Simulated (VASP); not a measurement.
Sn: single point with PBE-based screened hybrid with 25 % exact exchange

Crystal: Sn.

```
CELL_PARAMETERS angstrom
-1.65224 1.97718 2.10311
1.65224 -1.97718 2.10311
1.65224 1.97718 -2.10311
ATOMIC_POSITIONS crystal
Sn 0.00000 0.00000 0.00000
```

```json
{"Program": "VASP 6.6.1", "Task": "single point", "Functional": "PBE-based screened hybrid with 25 % exact exchange", "Potentials or basis": "VASP PAW PBE potentials, release 64 (Sn_d)", "Cutoff": "400 eV", "k mesh": "6 × 6 × 6", "Occupations": "fermi-dirac, width 0.05 eV", "Spin": "no spin polarisation", "Dipole correction": "no", "Grid for exact exchange (PRECFOCK)": "Normal", "Share of exact exchange": "0.25", "Further INCAR settings": "ALGO = Normal; EDIFF = 1e-06; NBANDS = 13", "Screening parameter": "0.3 1/Å"}
```

```
Pressure               : -0.1 GPa
Band gap on the k mesh : zero (bands 7 and 8 overlap by 9.28 eV)
```

Levels at points of the mesh, in eV from the Fermi level:
```csv
k point,band 5,band 6,band 7,band 8,band 9,band 10
"(0.00, 0.00, 0.00)",-23.88,-12.54,6.85,7.01,9.79,10.32
"(0.50, 0.00, 0.00)",-23.84,-8.35,-5.52,6.12,8.04,10.74
"(0.00, 0.50, 0.00)",-23.84,-6.73,-5.01,3.37,4.78,7.68
"(0.50, 0.50, 0.00)",-23.83,-6.40,-4.82,2.70,3.86,6.81
"(0.50, 0.50, 0.50)",-23.82,-4.09,-2.65,-1.61,2.65,2.91
```

It took 56 min on 1 thread of Intel(R) Xeon(R) Platinum 8259CL CPU @ 2.50GHz (Skylake/Cascade Lake), with other jobs on the host, peak memory 0.25 GiB.

Caveat: the k points lie up to 0.40 Å⁻¹ apart, too coarse for converged energies and pressures of a metal; the PAW data sets were made with another functional, which shifts forces and pressure a little; spin-orbit coupling is left out, which moves the levels of the heavy elements.
